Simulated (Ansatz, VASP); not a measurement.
Two plane-wave programs on Al4As

```
Al As
1.0
    -1.88812    1.88812    6.61001
     1.88812   -1.88812    6.61001
     1.88812    1.88812   -6.61001
Al As
4 1
Cartesian
  0.0000 1.8881 3.3050
  1.8881 0.0000 3.3050
  0.0000 0.0000 5.3148
  0.0000 0.0000 7.9052
  0.0000 0.0000 0.0000
```

Change from the starting cell: species swapped into the SrAl4 type (I4/mmm, No. 139).

Alike in both runs: functional PBE; k mesh 14 × 14 × 14; occupations gaussian, width 0.1 eV; no spin polarisation.

Ansatz relaxed the structure, and its values are those at the end. VASP's run is a single point on that final structure, the one shown.

|  | VASP | Ansatz |
| --- | --- | --- |
| version | VASP 6.6.1 | Ansatz 0.2.0 |
| potentials or method | VASP PAW PBE potentials, release 64 (Al, As), cutoff 520 eV | scalar-relativistic, plane waves, PAW |
| valence electrons in the cell | 17 | 27 |

|  | VASP | Ansatz | Ansatz less VASP |
| --- | --- | --- | --- |
| gap on the k mesh at the Fermi level (eV) | none | none | - |
| pressure (GPa) | 0.0 | 0.0 | 0.00 |

A gap of «none» marks a metal or a gap that the smearing closes. VASP's potentials hold 17 valence electrons a cell and Ansatz's 27, so a difference there can come from the potentials and not from the codes.
